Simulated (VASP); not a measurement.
C35N (a cell with a defect) (Graphite 2H): single point with PBE

The system is C35N (a cell with a defect) (Graphite 2H).

```
N C
1.0
     7.41000    0.00000    0.00000
    -3.70500    6.41725    0.00000
     0.00000    0.00000    6.79000
N C
1 35
Direct
  0.00000 0.00000 0.00000
  0.00000 0.33333 0.00000
  0.00000 0.66667 0.00000
  0.33333 0.00000 0.00000
  0.33333 0.33333 0.00000
  0.33333 0.66667 0.00000
  0.66667 0.00000 0.00000
  0.66667 0.33333 0.00000
  0.66667 0.66667 0.00000
  0.00000 0.00000 0.50000
  0.00000 0.33333 0.50000
  0.00000 0.66667 0.50000
  0.33333 0.00000 0.50000
  0.33333 0.33333 0.50000
  0.33333 0.66667 0.50000
  0.66667 0.00000 0.50000
  0.66667 0.33333 0.50000
  0.66667 0.66667 0.50000
  0.11111 0.22222 0.00500
  0.11111 0.55556 0.00500
  0.11111 0.88889 0.00500
  0.44444 0.22222 0.00500
  0.44444 0.55556 0.00500
  0.44444 0.88889 0.00500
  0.77778 0.22222 0.00500
  0.77778 0.55556 0.00500
  0.77778 0.88889 0.00500
  0.22222 0.11111 0.50500
  0.22222 0.44444 0.50500
  0.22222 0.77778 0.50500
  0.55556 0.11111 0.50500
  0.55556 0.44444 0.50500
  0.55556 0.77778 0.50500
  0.88889 0.11111 0.50500
  0.88889 0.44444 0.50500
  0.88889 0.77778 0.50500
```

```yaml
Program: VASP 6.6.1
Task: single point
Functional: PBE
Potentials_or_basis: VASP PAW PBE potentials, release 64 (N, C)
Cutoff: 520 eV
k_mesh: 3 × 3 × 3
Occupations: fermi-dirac, width 0.01 eV
Spin: collinear spin, ferromagnetic start
```

```yaml
Pressure: -1.5 GPa
Largest_force: 0.716 eV/Å
Net_moment: 0.22 μB per cell
Site_moments: N +0.03; C -0.00, -0.01, +0.00, +0.01, +0.02 μB
Valence_electrons_inside_the_program's_atomic_spheres: N 3.89; C 2.64, 2.65, 2.58
```

Forces on the atoms (eV/Å):
```
N    0.000  0.000  0.453
C    0.024 -0.474  0.536
C   -0.398  0.258  0.536
C   -0.423  0.216  0.536
C   -0.024 -0.474  0.536
C    0.000  0.000  0.561
C    0.423  0.216  0.536
C    0.000  0.000  0.554
C    0.398  0.258  0.536
C    0.000  0.000  0.552
C    0.002  0.017  0.560
C    0.016 -0.007  0.560
C    0.014 -0.011  0.560
C   -0.002  0.017  0.560
C    0.000  0.000  0.560
C   -0.014 -0.011  0.560
C    0.000  0.000  0.560
C   -0.016 -0.007  0.560
C    0.000 -0.271 -0.511
C    0.324  0.187 -0.541
C   -0.235  0.136 -0.511
C    0.111  0.064 -0.547
C   -0.324  0.187 -0.541
C    0.000 -0.374 -0.541
C   -0.111  0.064 -0.547
C    0.000 -0.129 -0.547
C    0.235  0.136 -0.511
C    0.007  0.004 -0.560
C    0.000  0.015 -0.559
C    0.013 -0.008 -0.559
C    0.000  0.015 -0.555
C    0.013 -0.007 -0.555
C   -0.013 -0.008 -0.559
C   -0.007  0.004 -0.560
C   -0.013 -0.007 -0.555
C    0.000 -0.008 -0.560
```

Stress tensor (GPa, compression positive):
```
-3.57  0.00  0.00
 0.00 -3.57  0.00
 0.00  0.00  2.66
```

Levels at points of the mesh, in eV from the Fermi level:
Spin up:
| k point | band 71 | band 72 | band 73 | band 74 | band 75 | band 76 |
| --- | --- | --- | --- | --- | --- | --- |
| (0.00, 0.00, 0.00) | -1.12 | -1.12 | -0.23 | -0.23 | -0.02 | 0.18 |
Spin down:
```tsv
k point	band 70	band 71	band 72	band 73	band 74	band 75
(0.00, 0.00, 0.00)	-1.29	-1.06	-1.06	-0.23	-0.23	0.00
```

Wall time 6.2 min on 1 thread of Intel(R) Xeon(R) 6975P-C (Granite Rapids) (shared host), peak memory 0.67 GiB.
